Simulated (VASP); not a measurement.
Runs of VASP 6.6.1 on O. The structure is that of space group I4/mmm (No. 139), or close to it. The cells are those of the table. 

```csv
cell,gap on the mesh (eV),pressure (GPa),largest force (eV/Å)
"a = 4.629, b = 4.631, c = 2.279 Å, angles 75.7, 75.8, 28.5°, 2 atoms",none,15.6,4.63
"a = 4.211, b = 4.214, c = 2.302 Å, angles 74.1, 74.2, 31.7°, 2 atoms",none,71.7,26.00
"a = 5.048, b = 5.050, c = 2.357 Å, angles 76.5, 76.5, 27.0°, 2 atoms",none,-10.4,3.82
"a = 4.803, b = 4.805, c = 2.124 Å, angles 77.2, 77.3, 25.5°, 2 atoms",none,(b),0.96
"a = 4.785, b = 4.787, c = 2.234 Å, angles 76.5, 76.5, 27.0°, 2 atoms",none,(c),0.11
"a = 4.642, b = 4.644, c = 2.167 Å, angles 76.5, 76.5, 27.0°, 2 atoms",none,(a),3.25
"a = 4.481, b = 4.483, c = 2.326 Å, angles 74.9, 75.0, 30.1°, 2 atoms",none,28.6,10.69
"a = 4.690, b = 4.692, c = 2.563 Å, angles 74.1, 74.2, 31.7°, 2 atoms",none,6.5,5.23
```

Alike in all rows: task single point; level PBEsol; potentials or basis VASP PAW PBE potentials, release 64 (O); no spin polarisation; k mesh 22 × 22 × 22; cutoff (eV) 600; smearing gaussian 0.15 eV.

Task: Estimate the missing entries.

Result: (a) 22.3; (b) 14.7; (c) 6.3.

Caveats: spin is off for a triplet molecule; this functional lacks dispersion, which holds the molecules together, so the pressure and a relaxed volume are unreliable; the PAW data sets were made with another functional, which shifts forces and pressure a little; the standard files for N, O and F lose accuracy on very short bonds (at least some runs); the stress differs along the axes, from 4 to 38 GPa (at least some runs); the stress differs along the axes, from 1 to 212 GPa (at least some runs); the stress differs along the axes, from -30 to -0 GPa (at least some runs).

A gap of «none» marks levels without a gap at the run's occupations.
